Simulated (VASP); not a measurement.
# ZnSe (F-43m) in VASP: further runs

Runs on ZnSe. Level: PBE. Tasks: elastic constants.

Program: VASP 6.6.1. These are calculated values, not measurements. Logs are shortened: lines on timing, memory, paths and dates and some standing lists are left out, and cuts for length are marked.

## 1. The cell of the first run

The structure is cubic, space group F-43m (No. 216). Conventional cell: a = 5.547 Å, b = 5.547 Å, c = 5.547 Å, α = 90.00°, β = 90.00°, γ = 90.00°. Zn (site symmetry -43m) has 4 Se at 2.40 Å within 3.2 Å. Within 3.2 Å of Se (site symmetry -43m) lie 4 Zn at 2.40 Å.

## 2. Elastic constants, PBE

INCAR

```
  ALGO = Normal
  EDIFF = 1E-8
  ENCUT = 600
  GGA = PE
  IBRION = 6
  ISIF = 3
  ISMEAR = 0
  LASPH = True
  LCHARG = True
  LREAL = False
  LWAVE = False
  NELM = 60
  NFREE = 2
  NSW = 1
  POTIM = 0.015
  PREC = Accurate
  SIGMA = 0.01
```

KPOINTS

```
k-points
0
Gamma
  8 8 8
```

POSCAR

```
ZnSe
1.0
    0.0000000000      2.7737113644      2.7737113644
    2.7737113644      0.0000000000      2.7737113644
    2.7737113644      2.7737113644      0.0000000000
Zn Se
1 1
Direct
    0.0000000000      0.0000000000      0.0000000000
    0.7500000000      0.7500000000      0.7500000000
```

Potentials or basis: VASP PAW PBE potentials, release 64 (Zn, Se).

Launch:

```bash
> cat potpaw_PBE.64/Zn/POTCAR potpaw_PBE.64/Se/POTCAR > POTCAR
> mpirun -np 1 vasp_std > vasp.out
```

OUTCAR:

```text
EDIFF = 1E-8
   ENCUT = 600
   GGA = PE
   IBRION = 6
   ISIF = 3
   ISMEAR = 0
   LASPH = True
   LREAL = False
   NELM = 60
   NFREE = 2
   NSW = 1
   POTIM = 0.015
   PREC = Accurate

 ion  position               nearest neighbor table
   1  0.000  0.000  0.000-   2 2.40   2 2.40   2 2.40   2 2.40
   2  0.750  0.750  0.750-   1 2.40   1 2.40   1 2.40   1 2.40

  LATTYP: Found a face centered cubic cell.
 ALAT       =     5.5474227288

  Lattice vectors:

 A1 = (   0.0000000000,   2.7737113644,   2.7737113644)
 A2 = (   2.7737113644,   0.0000000000,   2.7737113644)
 A3 = (   2.7737113644,   2.7737113644,   0.0000000000)

Analysis of symmetry for initial positions (statically):
=====================================================================
 Subroutine PRICEL returns:
 Original cell was already a primitive cell.

 Routine SETGRP: Setting up the symmetry group for a
 face centered cubic supercell.

 Subroutine GETGRP returns: Found 24 space group operations
 (whereof 24 operations were pure point group operations)
 out of a pool of 48 trial point group operations.

The static configuration has the point symmetry T_d .

Analysis of symmetry for dynamics (positions and initial velocities):
=====================================================================
 Subroutine PRICEL returns:
 Original cell was already a primitive cell.

 Routine SETGRP: Setting up the symmetry group for a
 face centered cubic supercell.

 Subroutine GETGRP returns: Found 24 space group operations
 (whereof 24 operations were pure point group operations)
 out of a pool of 48 trial point group operations.

The dynamic configuration has the point symmetry T_d .

 Subroutine INISYM returns: Found 24 space group operations
 (whereof 24 operations are pure point group operations),
 and found     1 'primitive' translations

----------------------------------------------------------------------------------------

                                     Primitive cell

  volume of cell :      42.6790

  direct lattice vectors                    reciprocal lattice vectors
     0.000000000  2.773711364  2.773711364    -0.180263890  0.180263890  0.180263890
     2.773711364  0.000000000  2.773711364     0.180263890 -0.180263890  0.180263890
     2.773711364  2.773711364  0.000000000     0.180263890  0.180263890 -0.180263890

  length of vectors
     3.922620230  3.922620230  3.922620230     0.312226216  0.312226216  0.312226216

  position of ions in fractional coordinates (direct lattice)
     0.000000000  0.000000000  0.000000000
     0.750000000  0.750000000  0.750000000

  ion indices of the primitive-cell ions
   primitive index   ion index
                 1           1
                 2           2

----------------------------------------------------------------------------------------

 KPOINTS: k-points

Automatic generation of k-mesh.
 Grid dimensions read from file:
 generate k-points for:    8    8    8

 Generating k-lattice:

  Cartesian coordinates                     Fractional coordinates (reciprocal lattice)
    -0.022532986  0.022532986  0.022532986     0.125000000  0.000000000  0.000000000
     0.022532986 -0.022532986  0.022532986     0.000000000  0.125000000  0.000000000
     0.022532986  0.022532986 -0.022532986     0.000000000  0.000000000  0.125000000

  Length of vectors
     0.039028277  0.039028277  0.039028277

  Shift w.r.t. Gamma in fractional coordinates (k-lattice)
     0.000000000  0.000000000  0.000000000

 Subroutine IBZKPT returns following result:
 ===========================================

 Found     29 irreducible k-points:

 Following reciprocal coordinates:
            Coordinates               Weight
  0.000000  0.000000  0.000000      1.000000
  0.125000  0.000000  0.000000      8.000000
  0.250000  0.000000  0.000000      8.000000
  0.375000  0.000000  0.000000      8.000000
  0.500000  0.000000  0.000000      4.000000
  0.125000  0.125000  0.000000      6.000000
[... 56 lines left out ...]
     AMIX     =   0.40;   BMIX     =  1.00
     AMIX_MAG =   1.60;   BMIX_MAG =  1.00
  volume/ion in A,a.u.               =      21.34       144.01
  Fermi-wavevector in a.u.,A,eV,Ry     =   1.227706  2.320028 20.507547  1.507262
  Thomas-Fermi vector in A             =   2.362659
   LORBIT       =      0    0 simple, 1 ext, 2 COOP (PROOUT), +10 PAW based schemes
   GGA     = PE    functional components
   LHFCALC =     F    Hartree Fock is set to
   AEXX    =    0.0000 exact exchange contribution
   IVDW    =     0    specifies the selected vdW correction
   LEPSILON=     F    determine dielectric tensor
   LRPA    =     F    only Hartree local field effects (RPA)
 finite differences with symmetry
 non-spin polarized calculation
 Gauss-broadening in eV      SIGMA  =   0.01
  energy-cutoff  :      600.00
  volume of cell :       42.68
 maximum number of plane-waves:      1458
   NGX = 15   NGY = 15   NGZ = 15

--------------------------------------- Ionic step        1  -------------------------------------------

 number of electron      18.0000003 magnetization

 Free energy of the ion-electron system (eV)
  ---------------------------------------------------
  ext. energy  EPLUGINS =         0.00000000
  ---------------------------------------------------
  free energy    TOTEN  =        -5.93705325 eV

  energy without entropy =       -5.93705325  energy(sigma->0) =       -5.93705325

------------------------ aborting loop because EDIFF is reached ----------------------------------------

  FORCE on cell =-STRESS in cart. coord.  units (eV):
  Direction    XX          YY          ZZ          XY          YZ          ZX
  --------------------------------------------------------------------------------------
  -------------------------------------------------------------------------------------
  Total        1.9374964      1.9374964      1.9374964      0.0000000      0.0000000      0.0000000
  in kB       72.7340377     72.7340377     72.7340377      0.0000000      0.0000000      0.0000000
  external PRESSURE =      72.7340377 kB  Pullay stress =       0.0000000 kB
[... 89 lines left out ...]
  FREE ENERGIE OF THE ION-ELECTRON SYSTEM (eV)
  ---------------------------------------------------
  free  energy   TOTEN  =        -5.9047198283 eV

  energy  without entropy=       -5.9047198283  energy(sigma->0) =       -5.90471983

[... ionic steps 4 to 14 ...]

--------------------------------------- Ionic step       15  -------------------------------------------

 number of electron      18.0000001 magnetization

------------------------ aborting loop because EDIFF is reached ----------------------------------------
[... 67 lines left out ...]
--------------------------------------- Ionic step       17  -------------------------------------------

 number of electron      18.0000003 magnetization

 Free energy of the ion-electron system (eV)
  ---------------------------------------------------
  ext. energy  EPLUGINS =         0.00000000
  ---------------------------------------------------
  free energy    TOTEN  =        -5.93625926 eV

  energy without entropy =       -5.93625926  energy(sigma->0) =       -5.93625926

 E-fermi :   2.3167     XC(G=0):  -9.6186

 val. band max:        2.2036429920   @ k =   0.0000   0.0000   0.0000
 cond. band min:       3.7443264281   @ k =   0.0000   0.0000   0.0000
 fundamental gap:      1.5406834361
 Fermi energy:         2.3166575512

 k-point     1 :       0.0000    0.0000    0.0000
  band No.  band energies     occupation
      1     -11.5078      2.00000
      2      -4.6261      2.00000
      3      -4.6163      2.00000
      4      -4.6064      2.00000
      5      -4.1853      2.00000
      6      -4.1852      2.00000
      7       2.1699      2.00000
      8       2.1875      2.00000
      9       2.2036      2.00000
     10       3.7443      0.00000
     11       7.9475      0.00000
     12       7.9588      0.00000
     13       7.9718      0.00000
[... 354 lines left out ...]
  band No.  band energies     occupation
      1     -10.4545      2.00000
      2      -4.5080      2.00000
      3      -4.4630      2.00000
      4      -4.2291      2.00000
      5      -4.1772      2.00000
      6      -3.9427      2.00000
      7      -3.0617      2.00000
      8      -0.4437      2.00000
      9       0.5441      2.00000
     10       6.5923      0.00000
     11       7.6553      0.00000
     12       9.7660      0.00000
     13      11.0585      0.00000

 [... further k-points ...]

------------------------ aborting loop because EDIFF is reached ----------------------------------------

  FORCE on cell =-STRESS in cart. coord.  units (eV):
  Direction    XX          YY          ZZ          XY          YZ          ZX
  --------------------------------------------------------------------------------------
  -------------------------------------------------------------------------------------
  Total        1.9377909      1.9402767      1.9402767      0.0000000     -0.1247196      0.0000000
  in kB       72.7450913     72.8384084     72.8384084      0.0000000     -4.6819999      0.0000000
  external PRESSURE =      72.8073027 kB  Pullay stress =       0.0000000 kB
[... 17 lines left out ...]
  FREE ENERGIE OF THE ION-ELECTRON SYSTEM (eV)
  ---------------------------------------------------
  free  energy   TOTEN  =        -5.9362592561 eV

  energy  without entropy=       -5.9362592561  energy(sigma->0) =       -5.93625926

 INTERNAL STRAIN TENSORS FROM STRAINED CELLS
 ============================================

 INTERNAL STRAIN TENSOR FOR ION    1 for displacements in x,y,z  (eV/Angst):
          X           Y           Z          XY          YZ          ZX
  --------------------------------------------------------------------------------
  x    -0.00000     0.00000    -0.00000     0.00000    -8.30585     0.00000
  y    -0.00000     0.00000    -0.00000    -0.00000     0.00000    -8.30551
  z    -0.00000     0.00000    -0.00000    -8.30519    -0.00000     0.00000

 INTERNAL STRAIN TENSORS FROM DISPLACED ATOMS
 ============================================

 INTERNAL STRAIN TENSOR FOR ION    1 for displacements in x,y,z  (eV/Angst):
          X           Y           Z          XY          YZ          ZX
  --------------------------------------------------------------------------------
  x     0.00000     0.00000     0.00000     0.00000    -8.31338     0.00000
  y     0.00000     0.00000     0.00000     0.00000     0.00000    -8.31338
  z     0.00000     0.00000     0.00000    -8.31338     0.00000     0.00000

 INTERNAL STRAIN TENSOR FOR ION    2 for displacements in x,y,z  (eV/Angst):
          X           Y           Z          XY          YZ          ZX
  --------------------------------------------------------------------------------
  x     0.00000     0.00000     0.00000     0.00000     8.31629     0.00000
  y    -0.00000     0.00000    -0.00000     0.00000     0.00000     8.31629
  z     0.00000     0.00000     0.00000     8.31629     0.00000     0.00000

 Eigenvectors and eigenvalues of the dynamical matrix
 ----------------------------------------------------

   1 f  =    6.945441 THz    43.639494 2PiTHz  231.674978 cm-1    28.724023 meV
             X         Y         Z           dx          dy          dz
      0.000000  0.000000  0.000000    -0.739725    0.000000    0.000000
      4.160567  4.160567  4.160567     0.672909    0.000000    0.000000
[... 21 lines left out ...]
   6 f/i=    0.001320 THz     0.008296 2PiTHz    0.044044 cm-1     0.005461 meV
             X         Y         Z           dx          dy          dz
      0.000000  0.000000  0.000000     0.000000   -0.397504   -0.542952
      4.160567  4.160567  4.160567     0.000000   -0.436974   -0.596864

--------------------------------------------------------------------------------------------------------

 ELASTIC MODULI CONTR FROM IONIC RELAXATION (kBar)
 Direction    XX          YY          ZZ          XY          YZ          ZX
 --------------------------------------------------------------------------------
 XX          -0.0000     -0.0000     -0.0000      0.0000      0.0000      0.0000
 YY          -0.0000     -0.0000     -0.0000      0.0000      0.0000      0.0000
 ZZ          -0.0000     -0.0000     -0.0000      0.0000      0.0000      0.0000
 XY           0.0000      0.0000      0.0000   -367.6374      0.0000      0.0000
 YZ           0.0000      0.0000      0.0000      0.0000   -367.6374      0.0000
 ZX           0.0000      0.0000      0.0000      0.0000      0.0000   -367.6374
 --------------------------------------------------------------------------------

 TOTAL ELASTIC MODULI (kBar)
 Direction    XX          YY          ZZ          XY          YZ          ZX
 --------------------------------------------------------------------------------
 XX        1012.2040    702.8508    702.8508      0.0000      0.0000      0.0000
 YY         702.8508   1012.2040    702.8508      0.0000      0.0000      0.0000
 ZZ         702.8508    702.8508   1012.2040      0.0000      0.0000      0.0000
 XY           0.0000      0.0000      0.0000    383.0528     -0.0000      0.0000
 YZ           0.0000      0.0000      0.0000     -0.0000    383.0528     -0.0000
 ZX           0.0000      0.0000      0.0000      0.0000     -0.0000    383.0528
 --------------------------------------------------------------------------------
```

Run time: 4.9 min. Hardware: 1 thread of Intel Xeon 6975P-C (Granite Rapids), shared host; peak memory 0.33 GiB.

Results:

* Elastic constants C11, C12, C44: 101, 70, 38 GPa
* Voigt bulk modulus: 81 GPa
* Highest phonon frequency at Γ, LO-TO splitting left out: 232 cm⁻¹

Phonon frequencies in cm⁻¹ (negative: imaginary):
```csv
q point,frequencies
"(0.000, 0.000, 0.000)",0 0 0 232 232 232
```

Elastic tensor in Voigt notation (GPa, in the Cartesian axes of the cell as first typed):
```
101  70  70   0   0   0
 70 101  70   0   0   0
 70  70 101   0   0   0
  0   0   0  38   0   0
  0   0   0   0  38   0
  0   0   0   0   0  38
```

Clamped-ion elastic tensor (GPa):
```
101  70  70   0   0   0
 70 101  70   0   0   0
 70  70 101   0   0   0
  0   0   0  75   0   0
  0   0   0   0  75   0
  0   0   0   0   0  75
```

Caveat: the cell is under stress, which shifts elastic constants.

## 3. Elastic constants, PBE

This run uses another cell than the first one, of 17.31 Å³/atom.

INCAR

```
SYSTEM = ZnSe
  ALGO = Normal
  EDIFF = 1E-8
  ENCUT = 600
  GGA = PE
  IBRION = 6
  ISIF = 3
  ISMEAR = 0
  LASPH = .TRUE.
  LCHARG = .TRUE.
  LREAL = .FALSE.
  LWAVE = .FALSE.
  NBANDS = 16
  NELM = 100
  NFREE = 2
  NSW = 1
  POTIM = 0.015
  PREC = Accurate
  SIGMA = 0.01
```

KPOINTS

```
k-points
0
G
  10 10 10
  0 0 0
```

POSCAR

```
ZnSe
1.0
    0.0000000000      2.5870439553      2.5870439553
    2.5870439553      0.0000000000      2.5870439553
    2.5870439553      2.5870439553      0.0000000000
Zn Se
1 1
Direct
    0.0000000000      0.0000000000      0.0000000000
    0.7500000000      0.7500000000      0.7500000000
```

Potentials or basis: VASP PAW PBE potentials, release 64 (Zn, Se).

Launch:

```bash
> cat potpaw_PBE.64/Zn/POTCAR potpaw_PBE.64/Se/POTCAR > POTCAR
> mpirun -np 1 vasp_std > vasp.out
```

It took 12 min on 1 thread of Intel Xeon 6975P-C (Granite Rapids), shared host; peak memory 0.45 GiB.

Results (log left out):

- Elastic constants C11, C12, C44: 167, 157, 21 GPa
- Voigt bulk modulus: 160 GPa
- Highest phonon frequency at Γ, LO-TO splitting left out: 319 cm⁻¹

Phonon frequencies in cm⁻¹ (negative: imaginary):
```csv
q point,frequencies
"(0.000, 0.000, 0.000)",0 0 0 319 319 319
```

Elastic tensor in Voigt notation (GPa, in the Cartesian axes of the cell as first typed):
```
167 157 157   0   0   0
157 167 157   0   0   0
157 157 167   0   0   0
  0   0   0  21   0   0
  0   0   0   0  21   0
  0   0   0   0   0  21
```

Clamped-ion elastic tensor (GPa):
```
167 157 157   0   0   0
157 167 157   0   0   0
157 157 167   0   0   0
  0   0   0 152   0   0
  0   0   0   0 152   0
  0   0   0   0   0 152
```

Caveat: the cell is under stress, which shifts elastic constants.
